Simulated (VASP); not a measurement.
# TaN (P-6m2) in VASP: further runs

Runs on TaN. Level: PBEsol. Tasks: single point.

Program: VASP 6.6.1. These are calculated values, not measurements. Logs are shortened: lines on timing, memory, paths and dates and some standing lists are left out, and cuts for length are marked.

## (1) The cell of the first run

It takes space group P-6m2 (No. 187, hexagonal). Conventional cell: a = 3.102 Å, b = 3.102 Å, c = 2.587 Å, α = 90.00°, β = 90.00°, γ = 120.00°. Within 2.9 Å of Ta (site symmetry -6m2) lie 6 N at 2.21 Å and 2 Ta at 2.59 Å. Within 2.9 Å of N (site symmetry -6m2) lie 6 Ta at 2.21 Å and 2 N at 2.59 Å.

## (2) Single point, PBEsol

Contents of INCAR:

```
PREC = Accurate
ENCUT = 520
EDIFF = 1E-7
ISMEAR = 0
SIGMA = 0.15
LREAL = F
LASPH = T
NELM = 60
ALGO = Normal
ISIF = 2
LWAVE = F
LCHARG = T
GGA = PS
LELF = T
LVHAR = T
NBANDS = 15
```

Contents of KPOINTS:

```
Automatic mesh
0
Gamma
  24 24 18
```

Contents of POSCAR:

```
TaN
1.0
    3.1015490049      0.0000000000      0.0000000000
   -1.5507745025      2.6860202293      0.0000000000
    0.0000000000      0.0000000000      2.5869652373
Ta N
1 1
Direct
    0.3333333333      0.6666666667      0.5000000000
    0.0000000000      0.0000000000      0.0000000000
```

Potentials or basis: VASP PAW PBE potentials, release 64 (Ta_pv, N).

Started as:

```bash
$ cat potpaw_PBE.64/Ta_pv/POTCAR potpaw_PBE.64/N/POTCAR > POTCAR
$ mpirun -np 1 vasp_std > vasp.out
```

OUTCAR:

```text
PREC = Accurate
   ENCUT = 520
   EDIFF = 1E-7
   ISMEAR = 0
   LREAL = F
   LASPH = T
   NELM = 60
   ISIF = 2
   GGA = PS

 ion  position               nearest neighbor table
   1  0.333  0.667  0.500-   2 2.21   2 2.21   2 2.21   2 2.21   2 2.21   2 2.21
   2  0.000  0.000  0.000-   1 2.21   1 2.21   1 2.21   1 2.21   1 2.21   1 2.21

  LATTYP: Found a hexagonal cell.
 ALAT       =     3.1015490049
 C/A-ratio  =     0.8340881389

  Lattice vectors:

 A1 = (   3.1015490049,   0.0000000000,   0.0000000000)
 A2 = (  -1.5507745025,   2.6860202293,   0.0000000000)
 A3 = (   0.0000000000,   0.0000000000,   2.5869652373)

Analysis of symmetry for initial positions (statically):
=====================================================================
 Subroutine PRICEL returns:
 Original cell was already a primitive cell.

 Routine SETGRP: Setting up the symmetry group for a
 hexagonal supercell.

 Subroutine GETGRP returns: Found 12 space group operations
 (whereof 12 operations were pure point group operations)
 out of a pool of 24 trial point group operations.

The static configuration has the point symmetry D_3h.

Analysis of symmetry for dynamics (positions and initial velocities):
=====================================================================
 Subroutine PRICEL returns:
 Original cell was already a primitive cell.

 Routine SETGRP: Setting up the symmetry group for a
 hexagonal supercell.

 Subroutine GETGRP returns: Found 12 space group operations
 (whereof 12 operations were pure point group operations)
 out of a pool of 24 trial point group operations.

The dynamic configuration has the point symmetry D_3h.

 Subroutine INISYM returns: Found 12 space group operations
 (whereof 12 operations are pure point group operations),
 and found     1 'primitive' translations

----------------------------------------------------------------------------------------

                                     Primitive cell

  volume of cell :      21.5516

  direct lattice vectors                    reciprocal lattice vectors
     3.101549005  0.000000000  0.000000000     0.322419539  0.186149008  0.000000000
    -1.550774502  2.686020229  0.000000000     0.000000000  0.372298015  0.000000000
     0.000000000  0.000000000  2.586965237     0.000000000  0.000000000  0.386553320

  length of vectors
     3.101549005  3.101549005  2.586965237     0.372298015  0.372298015  0.386553320

  position of ions in fractional coordinates (direct lattice)
     0.333333333  0.666666667  0.500000000
     0.000000000  0.000000000  0.000000000

  ion indices of the primitive-cell ions
   primitive index   ion index
                 1           1
                 2           2

----------------------------------------------------------------------------------------

 KPOINTS: Automatic mesh

Automatic generation of k-mesh.
 Grid dimensions read from file:
 generate k-points for:   24   24   18

 Generating k-lattice:

  Cartesian coordinates                     Fractional coordinates (reciprocal lattice)
     0.013434147  0.007756209  0.000000000     0.041666667  0.000000000  0.000000000
     0.000000000  0.015512417  0.000000000     0.000000000  0.041666667  0.000000000
     0.000000000  0.000000000  0.021475184     0.000000000  0.000000000  0.055555556

  Length of vectors
     0.015512417  0.015512417  0.021475184

  Shift w.r.t. Gamma in fractional coordinates (k-lattice)
     0.000000000  0.000000000  0.000000000

 Subroutine IBZKPT returns following result:
 ===========================================

 Found    610 irreducible k-points:

 Following reciprocal coordinates:
            Coordinates               Weight
  0.000000  0.000000  0.000000      1.000000
  0.041667 -0.000000  0.000000      6.000000
  0.083333 -0.000000  0.000000      6.000000
  0.125000 -0.000000  0.000000      6.000000
  0.166667 -0.000000  0.000000      6.000000
  0.208333 -0.000000  0.000000      6.000000
[... 16 lines left out ...]
  0.416667  0.041667  0.000000     12.000000
  0.458333  0.041667  0.000000     12.000000
 [... further k-points ...]
   k-points           NKPTS =    610   k-points in BZ     NKDIM =    610   number of bands    NBANDS=     15
   number of dos      NEDOS =    301   number of ions     NIONS =      2
   total plane-waves  NPLWV =  11520
   dimension x,y,z NGX =    24 NGY =   24 NGZ =   20
   dimension x,y,z NGXF=    48 NGYF=   48 NGZF=   40
   ions per type =               1   1
   NGX,Y,Z   is equivalent  to a cutoff of  12.86, 12.86, 12.85 a.u.
   NGXF,Y,Z  is equivalent  to a cutoff of  25.73, 25.73, 25.71 a.u.
 SYSTEM =  unknown system
   PREC   = accura    normal or accurate (medium, high low for compatibility)
   ISTART =      0    job   : 0-new  1-cont  2-samecut
   ICHARG =      2    charge: 1-file 2-atom 10-const
   ISPIN  =      1    spin polarized calculation?
   LNONCOLLINEAR =      F non collinear calculations
   LSORBIT =      F    spin-orbit coupling
   LASPH  =      T    aspherical Exc in radial PAW
   ENCUT  =  520.0 eV  38.22 Ry    6.18 a.u.   5.77  5.77  4.81*2*pi/ulx,y,z
   NELM   =     60;   NELMIN=  2; NELMDL= -5     # of ELM steps
   EDIFF  = 0.1E-06   stopping-criterion for ELM
   LREAL  =      F    real-space projection
   EDIFFG = 0.1E-05   stopping-criterion for IOM
   NSW    =      0    number of steps for IOM
   IBRION =     -1    ionic relax: 0-MD 1-quasi-New 2-CG
   NFREE  =      0    steps in history (QN), initial steepest desc. (CG)
   ISIF   =      2    stress and relaxation
   ISYM   =      2    0-nonsym 1-usesym 2-fastsym
   POTIM  = 0.5000    time-step for ionic-motion
   TEBEG  =    0.0;   TEEND  =   0.0 temperature during run
   PSTRESS=    0.0 pullay stress
   NELECT =      16.0000    total number of electrons
   NUPDOWN=      -1.0000    fix difference up-down
   EMIN   =  10.00;   EMAX   =-10.00  energy-range for DOS
   EFERMI =   0.00;   METHOD = LEGACY
   ISMEAR =     0;   SIGMA  =   0.15  broadening in eV -4-tet -1-fermi 0-gaus
   EFERMI_NEDOS =   21; number of points for ismear=-14 and -15
   IALGO  =     38    algorithm
   IMIX   =      4    mixing-type and parameters
     AMIX     =   0.40;   BMIX     =  1.00
     AMIX_MAG =   1.60;   BMIX_MAG =  1.00
  volume/ion in A,a.u.               =      10.78        72.72
  Fermi-wavevector in a.u.,A,eV,Ry     =   1.482366  2.801265 29.897546  2.197408
  Thomas-Fermi vector in A             =   2.596161
   LORBIT       =      0    0 simple, 1 ext, 2 COOP (PROOUT), +10 PAW based schemes
   GGA     = PS    functional components
   LHFCALC =     F    Hartree Fock is set to
   AEXX    =    0.0000 exact exchange contribution
   IVDW    =     0    specifies the selected vdW correction
   LEPSILON=     F    determine dielectric tensor
   LRPA    =     F    only Hartree local field effects (RPA)
 non-spin polarized calculation
 Gauss-broadening in eV      SIGMA  =   0.15
  energy-cutoff  :      520.00
  volume of cell :       21.55
 maximum number of plane-waves:       594
 NGX is ok and might be reduce to    24

 number of electron      15.9999999 magnetization

 Free energy of the ion-electron system (eV)
  ---------------------------------------------------
  ext. energy  EPLUGINS =         0.00000000
  ---------------------------------------------------
  free energy    TOTEN  =       -23.00624510 eV

  energy without entropy =      -23.00126060  energy(sigma->0) =      -23.00375285

 E-fermi :   8.2089     XC(G=0): -13.4623

 val. band max:        8.2055865670   @ k =   0.4583  -0.0000   0.4444
 cond. band min:       8.2169813009   @ k =   0.4583  -0.0000   0.5000
 fundamental gap:      0.0113947339
 Fermi energy:         8.2088744731

 k-point     1 :       0.0000    0.0000    0.0000
  band No.  band energies     occupation
      1     -26.6128      2.00000
      2     -26.6128      2.00000
      3     -26.0655      2.00000
      4      -9.7340      2.00000
      5       2.4039      2.00000
      6       2.4039      2.00000
      7       3.8219      2.00000
      8       6.5293      2.00000
      9       9.3226      0.00000
     10      12.5613      0.00000
     11      12.5613      0.00000
     12      12.8199      0.00000
     13      12.8199      0.00000
     14      21.5097      0.00000
     15      22.1032      0.00000

 k-point     2 :       0.0417   -0.0000    0.0000
  band No.  band energies     occupation
      1     -26.6258      2.00000
      2     -26.6156      2.00000
      3     -26.0643      2.00000
      4      -9.7012      2.00000
      5       2.3090      2.00000
      6       2.4326      2.00000
      7       3.8588      2.00000
      8       6.4878      2.00000
      9       9.4532      0.00000
     10      12.4852      0.00000
     11      12.5486      0.00000
     12      12.8082      0.00000
     13      12.8638      0.00000
     14      21.5019      0.00000
     15      22.0129      0.00000

 k-point     3 :       0.0833   -0.0000    0.0000
  band No.  band energies     occupation
      1     -26.6636      2.00000
      2     -26.6236      2.00000
      3     -26.0607      2.00000
      4      -9.6050      2.00000
      5       2.0584      2.00000
      6       2.5172      2.00000
      7       3.9531      2.00000
      8       6.3697      2.00000
      9       9.8212      0.00000
     10      12.2742      0.00000
     11      12.5128      0.00000
     12      12.7738      0.00000
     13      12.9876      0.00000
     14      21.4737      0.00000
     15      21.8489      0.00000
[... 343 lines left out ...]
 k-point    23 :       0.4167    0.0417    0.0000
  band No.  band energies     occupation
      1     -27.2934      2.00000
      2     -26.7725      2.00000
      3     -25.9953      2.00000
      4      -7.8225      2.00000
      5      -0.2377      2.00000
      6       3.9321      2.00000
      7       4.6298      2.00000
      8       4.7874      2.00000
      9      10.3292      0.00000
     10      12.1296      0.00000
     11      12.2247      0.00000
     12      14.3845      0.00000
     13      16.2966      0.00000
     14      19.4539      0.00000
     15      21.5901      0.00000

 k-point    24 :       0.4583    0.0417    0.0000
  band No.  band energies     occupation
      1     -27.3154      2.00000
      2     -26.7779      2.00000
      3     -25.9929      2.00000
      4      -7.7543      2.00000
      5      -0.2824      2.00000
      6       3.9468      2.00000
      7       4.6433      2.00000
      8       4.7406      2.00000
      9      10.3602      0.00000
     10      12.1072      0.00000
     11      12.2236      0.00000
     12      14.4107      0.00000
     13      16.8139      0.00000
     14      18.8710      0.00000
     15      21.5882      0.00000

 [... further k-points ...]

------------------------ aborting loop because EDIFF is reached ----------------------------------------

  FORCE on cell =-STRESS in cart. coord.  units (eV):
  Direction    XX          YY          ZZ          XY          YZ          ZX
  --------------------------------------------------------------------------------------
  -------------------------------------------------------------------------------------
  Total       -4.0546615     -4.0546615     11.0141780      0.0000000      0.0000000      0.0000000
  in kB     -301.4301371   -301.4301370    818.8119138      0.0000000      0.0000000      0.0000000
  external PRESSURE =      71.9838799 kB  Pullay stress =       0.0000000 kB

 VOLUME and BASIS-vectors are now :
 -----------------------------------------------------------------------------
  energy-cutoff  :      520.00
  volume of cell :       21.55
      direct lattice vectors                 reciprocal lattice vectors
     3.101549005  0.000000000  0.000000000     0.322419539  0.186149008  0.000000000
    -1.550774502  2.686020229  0.000000000     0.000000000  0.372298015  0.000000000
     0.000000000  0.000000000  2.586965237     0.000000000  0.000000000  0.386553320

 POSITION                                       TOTAL-FORCE (eV/Angst)
 -----------------------------------------------------------------------------------
     -0.00000      1.79068      1.29348         0.000000      0.000000      0.000000
      0.00000      0.00000      0.00000        -0.000000      0.000000      0.000000
 -----------------------------------------------------------------------------------
    total drift:                                0.000000     -0.000000     -0.000000

  FREE ENERGIE OF THE ION-ELECTRON SYSTEM (eV)
  ---------------------------------------------------
  free  energy   TOTEN  =       -23.0062451017 eV

  energy  without entropy=      -23.0012606042  energy(sigma->0) =      -23.00375285
```

Run time: 3.1 min. Hardware: 1 thread of Intel Xeon 8259CL, shared host; peak memory 0.31 GiB.

What came out:

* Free energy: -23.0062 eV
* Pressure: 7.2 GPa
* Band gap on the k mesh: zero (bands 8 and 9 overlap by 0.72 eV)

Caveat: the cell stands under pressure; the PAW data sets were made with another functional, which shifts forces and pressure a little; spin-orbit coupling is left out, which moves the levels of the heavy elements.

## (3) Single point, PBEsol

This run uses another cell than the first one, of the same volume but with other edges.

Contents of INCAR:

```
SYSTEM = TaN
ALGO = Normal
EDIFF = 1E-6
ENCUT = 520
GGA = PS
ISIF = 2
ISMEAR = 0
LASPH = .TRUE.
LCHARG = .FALSE.
LREAL = .FALSE.
LWAVE = .FALSE.
NBANDS = 15
NELM = 60
PREC = Accurate
SIGMA = 0.15
```

Contents of KPOINTS:

```
k-points
0
G
  24 24 18
  0 0 0
```

Contents of POSCAR:

```
TaN
1.0
    2.7647627786      0.0000000000      0.0000000000
   -1.3823813893      2.3943548017      0.0000000000
    0.0000000000      0.0000000000      3.2556082455
Ta N
1 1
Direct
    0.3333333333      0.6666666667      0.5000000000
    0.0000000000      0.0000000000      0.0000000000
```

Potentials or basis: VASP PAW PBE potentials, release 64 (Ta_pv, N).

Started as:

```bash
$ cat potpaw_PBE.64/Ta_pv/POTCAR potpaw_PBE.64/N/POTCAR > POTCAR
$ mpirun -np 1 vasp_std > vasp.out
```

It took 3 min on 1 thread of Intel Xeon 8259CL, shared host; peak memory 0.31 GiB.

The run converged. Its results:

| Property | Result |
| --- | --- |
| Free energy | -22.8740 eV |
| Pressure | -2.5 GPa |
| Band gap on the k mesh | zero (bands 8 and 9 overlap by 0.05 eV) |

Stress tensor (GPa, compression positive):
```
 35.10   0.00   0.00
  0.00  35.10   0.00
  0.00   0.00 -77.84
```

Levels at points of the mesh, in eV from the Fermi level:
```tsv
k point	band 6	band 7	band 8	band 9	band 10	band 11
(0.00, 0.00, 0.00)	-3.37	-2.64	-2.64	2.97	2.97	4.34
(0.50, 0.00, 0.00)	-5.97	-3.72	-1.63	2.89	4.50	5.56
(0.00, 0.00, 0.50)	-1.60	-1.60	-0.12	0.00	0.00	4.74
(0.50, 0.00, 0.50)	-5.91	-3.78	-0.81	3.83	4.49	6.91
```

Caveat: the PAW data sets were made with another functional, which shifts forces and pressure a little; spin-orbit coupling is left out, which moves the levels of the heavy elements.
